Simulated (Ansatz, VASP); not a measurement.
SiMo5: VASP beside Ansatz

```xyz
6
Lattice="2.5640 1.4803 4.1527 -2.5640 1.4803 4.1527 0.0000 -2.9606 4.1527" Properties=species:S:1:pos:R:3 pbc="T T T"
Si    0.0000    0.0000    6.2290
Mo    0.0000    1.4803    4.1527
Mo    1.2820   -0.7402    4.1527
Mo   -1.2820   -0.7402    4.1527
Mo    0.0000    0.0000   10.9416
Mo    0.0000    0.0000    1.5164
```

Alike in both runs: functional PBE; k mesh 4 × 4 × 4; occupations gaussian, width 0.2 eV; no spin polarisation.

Ansatz relaxed the structure, and its values are those at the end. VASP's run is a single point on that final structure, the one shown.

|  | VASP | Ansatz |
| --- | --- | --- |
| version | VASP 6.6.1 | Ansatz 0.2.0 |
| potentials or method | VASP PAW PBE potentials, release 64 (Si, Mo_sv), cutoff 500 eV | scalar-relativistic, plane waves, PAW |
| valence electrons in the cell | 74 | 74 |

VASP gave:

- gap on the k mesh at the Fermi level (eV): none
- pressure (GPa): 0.3
- rms of the force components (eV/Å): 0.003

**Question.** Which values does Ansatz return?

**Answer.** gap on the k mesh at the Fermi level (eV): none; pressure (GPa): -0.1; rms of the force components (eV/Å): 0.004.

A gap of «none» marks a metal or a gap that the smearing closes. With one functional, cell and mesh, what is left measures potentials, basis and numerics.

The k mesh is coarse, so the values compare programs but aren't converged.
